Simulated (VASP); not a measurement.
Input of a VASP 6.6.1 run:

POSCAR

```
Ag
1.0
    0.0000000000      2.0388031100      2.0388031100
    2.0388031100      0.0000000000      2.0388031100
    2.0388031100      2.0388031100      0.0000000000
Ag
1
Direct
    0.0000000000      0.0000000000      0.0000000000
```

File INCAR.step1:

```
  PREC = Accurate
  ENCUT = 600
  ISMEAR = 0
  SIGMA = 0.1
  LREAL = False
  LASPH = True
  NELM = 100
  GGA = PE
  ALGO = Normal
  EDIFF = 1E-4
  LWAVE = True
  LCHARG = False
```

INCAR.step2

```
  PREC = Accurate
  ENCUT = 600
  EDIFF = 1E-6
  ISMEAR = 0
  SIGMA = 0.1
  LREAL = False
  LASPH = True
  NELM = 100
  ALGO = Normal
  ISIF = 3
  LWAVE = False
  LCHARG = False
  METAGGA = R2SCAN
  LMIXTAU = True
  IBRION = 2
  NSW = 70
  EDIFFG = -0.008
  PSTRESS = 20.0
  ISTART = 1
```

Contents of KPOINTS:

```
regular mesh
0
Gamma
  18 18 18
```

Potentials or basis: VASP PAW PBE potentials, release 64 (Ag).

Command:

```console
$ cat potpaw_PBE.64/Ag/POTCAR > POTCAR
$ cp INCAR.step1 INCAR
$ mpirun -np 1 vasp_std > vasp.out
$ cp INCAR.step2 INCAR
$ mpirun -np 1 vasp_std > vasp.out
```

**Question.** What does it give for the space group after relaxing (to 0.1 Å)?

**Answer.** Fm-3m (No. 225).

**Question.** Predict the band gap on the k mesh.

**Answer.** Zero (an odd number of electrons rules out a gap without spin polarisation).

Final structure:
```xyz
1
Lattice="0.0000 2.0404 2.0404 2.0404 0.0000 2.0404 2.0404 2.0404 0.0000" Properties=species:S:1:pos:R:3 pbc="T T T"
Ag    0.0000    0.0000    0.0000
```
